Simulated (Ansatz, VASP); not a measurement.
One calculation of HfC, two programs

Contents of POSCAR:

```
HfC
1.0
    0.0000000000      2.3250000000      2.3250000000
    2.3250000000      0.0000000000      2.3250000000
    2.3250000000      2.3250000000      0.0000000000
Hf C
1 1
Direct
    0.0074496809      0.0074496809      0.0074496809
    0.5000000000      0.5000000000      0.5000000000
```

The input INCAR.step1:

```
SYSTEM = HfC
ALGO = Normal
EDIFF = 1E-5
ENCUT = 520
GGA = PE
ISIF = 2
ISMEAR = -1
LASPH = .TRUE.
LCHARG = .FALSE.
LREAL = .FALSE.
LWAVE = .TRUE.
NBANDS = 14
NELM = 80
PREC = Accurate
SIGMA = 0.1
```

Contents of INCAR.step2:

```
SYSTEM = HfC
ALGO = Normal
EDIFF = 1E-7
ENCUT = 520
GGA = PE
HFSCREEN = 0.2079
ISIF = 2
ISMEAR = -1
ISTART = 1
LASPH = .TRUE.
LCHARG = .FALSE.
LHFCALC = .TRUE.
LREAL = .FALSE.
LWAVE = .FALSE.
NBANDS = 14
NELM = 80
PREC = Accurate
PRECFOCK = Normal
SIGMA = 0.1
```

KPOINTS

```
k-points
0
G
  4 4 4
  0 0 0
```

Input for Ansatz:

```yaml
crystal:
  lattice:
    - [0.0, 2.325, 2.325]
    - [2.325, 0.0, 2.325]
    - [2.325, 2.325, 0.0]
  atoms:
    - { symbol: Hf, position: [0.0074496809, 0.0074496809, 0.0074496809] }
    - { symbol: C, position: [0.5, 0.5, 0.5] }
kpoints:
  mp_grid: { grid: [4, 4, 4] }
hamiltonian:
  xc: hse06
  pseudopotentials:
    kind: all_electron
    relativity: scalar
    datasets: crystal
    dataset_attempts: all
    dirac_shells: { Hf: ["4p", "4d"] }
    nuclear_model: point
scf:
  occupations: { method: fermi_dirac, width: 0.1 }
  convergence: { dr2_threshold: "1e-9 eV" }
  max_iter: 400
  exx: { singularity: regularized }
  lower_state_search: "off"
output:
  forces: true
  stress: true
```

Alike in both runs: task single point; functional HSE06; k mesh 4 × 4 × 4; occupations fermi-dirac, width 0.1 eV; no spin polarisation.

|  | VASP | Ansatz |
| --- | --- | --- |
| version | VASP 6.6.1 | Ansatz 0.2.0 development build |
| potentials or method | VASP PAW PBE potentials, release 64 (Hf_pv, C), cutoff 520 eV | plane waves, all-electron PAW datasets generated for the crystal |

```tsv
	VASP	Ansatz	Ansatz less VASP
rms of the force components (eV/Å)	0.022	0.030	+0.0089
```

Atom by atom the forces differ by 0.009 eV/Å (rms over components). Ansatz ran all-electron here, and VASP with PAW potentials. Ansatz's warnings: filled band counts differ across k points, printed levels off.

The k mesh is coarse, so the values compare programs but aren't converged. Neither program's run includes spin-orbit coupling.
